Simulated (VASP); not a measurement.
## BaZrO3: single point with PBE

The system is BaZrO3.

```
Ba Zr O
1.0
     8.38268    0.00000    0.00000
     0.00000    8.38268    0.00000
     0.00000    0.00000    4.19134
Ba Zr O
4 4 12
Direct
  0.00000 0.00000 0.00000
  0.00000 0.50000 0.00000
  0.50000 0.00000 0.00000
  0.50000 0.50000 0.00000
  0.25000 0.25000 0.50000
  0.25000 0.75000 0.50000
  0.75000 0.25000 0.50000
  0.75000 0.75000 0.50000
  0.00000 0.25000 0.50000
  0.25000 0.00000 0.50000
  0.25000 0.25000 0.00000
  0.00000 0.75000 0.50000
  0.25000 0.50000 0.50000
  0.25000 0.75000 0.00000
  0.50000 0.25000 0.50000
  0.75000 0.00000 0.50000
  0.75000 0.25000 0.00000
  0.50000 0.75000 0.50000
  0.75000 0.50000 0.50000
  0.75000 0.75000 0.00000
```

```
Program             : VASP 6.6.1
Task                : single point
Functional          : PBE
Potentials or basis : VASP PAW PBE potentials, release 64 (Ba_sv, Zr_sv, O)
Cutoff              : 600 eV
k mesh              : 1 × 1 × 2
Occupations         : gaussian, width 0.05 eV
Spin                : no spin polarisation
```

```
Pressure               : 6.7 GPa
Band gap on the k mesh : 2.99 eV
```

Levels at points of the mesh, in eV from the valence-band top:
| k point | band 76 | band 77 | band 78 | band 79 | band 80 | band 81 | band 82 | band 83 | band 84 | band 85 |
| --- | --- | --- | --- | --- | --- | --- | --- | --- | --- | --- |
| (0.00, 0.00, 0.00) | -0.47 | -0.23 | -0.23 | -0.23 | -0.08 | 2.99 | 2.99 | 2.99 | 3.41 | 3.41 |
| (0.00, 0.00, 0.50) | -0.08 | -0.08 | 0.00 | 0.00 | 0.00 | 3.41 | 5.50 | 5.50 | 5.50 | 5.50 |

Wall time 2.9 min on 1 thread of Intel(R) Xeon(R) Platinum 8259CL CPU @ 2.50GHz (Skylake/Cascade Lake) (shared host), peak memory 0.45 GiB.

Caveat: the k points lie up to 0.75 Å⁻¹ apart; spin-orbit coupling is left out, which moves the levels of the heavy elements. PBE gaps usually lie below the measured ones, often by a third to a half.
